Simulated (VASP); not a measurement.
Write the native input for VASP 6.6.1 that does the following.

* Task: single point
* Functional: PBE
* Potentials or basis: VASP PAW PBE potentials, release 64 (Al, V_sv, N)
* Cutoff: 520 eV
* k mesh: 12 × 12 × 2
* Occupations: gaussian, width 0.2 eV
* Spin: no spin polarisation
* Dipole correction: no
* Further INCAR settings: ALGO = Normal; EDIFF = 1e-06; NBANDS = 26

The structure of Al4VN2 lies in POSCAR:

```
Al4VN2
1.0
    2.9999686467      0.0000000000      0.0000000000
   -1.4999843234      2.5980490586      0.0000000000
    0.0000000000      0.0000000000     12.0776536386
Al V N
4 1 2
Direct
    0.6666666667      0.3333333333      0.3842218887
    0.3333333333      0.6666666667      0.1669054312
    0.3333333333      0.6666666667      0.6157781113
    0.6666666667      0.3333333333      0.8330945688
    1.0000000000      0.0000000000      0.0000000000
    0.3333333333      0.6666666667      0.3231275700
    0.6666666667      0.3333333333      0.6768724300
```

These files were run (other wordings do the same):

INCAR

```
SYSTEM = Al4VN2
  ALGO = Normal
  EDIFF = 1E-6
  ENCUT = 520
  GGA = PE
  ISIF = 2
  ISMEAR = 0
  LASPH = .TRUE.
  LCHARG = .FALSE.
  LREAL = .FALSE.
  LWAVE = .FALSE.
  NBANDS = 26
  NELM = 60
  PREC = Accurate
  SIGMA = 0.2
```

KPOINTS

```
k-points
0
G
  12 12 2
  0 0 0
```

Potentials or basis: VASP PAW PBE potentials, release 64 (Al, V_sv, N).

Run with:

```console
$ cat potpaw_PBE.64/Al/POTCAR potpaw_PBE.64/V_sv/POTCAR potpaw_PBE.64/N/POTCAR > POTCAR
$ mpirun -np 1 vasp_std > vasp.out
```

It gave:

```yaml
Pressure: -0.1 GPa
Largest_force: 0.040 eV/Å
Band_gap_on_the_k_mesh: zero (an odd number of electrons rules out a gap without spin polarisation)
```

Caveat: the run has no spin polarisation, though such a crystal can be magnetic.

It took 2.8 min on 1 thread of Intel Xeon 8259CL (shared host), peak memory 0.27 GiB.
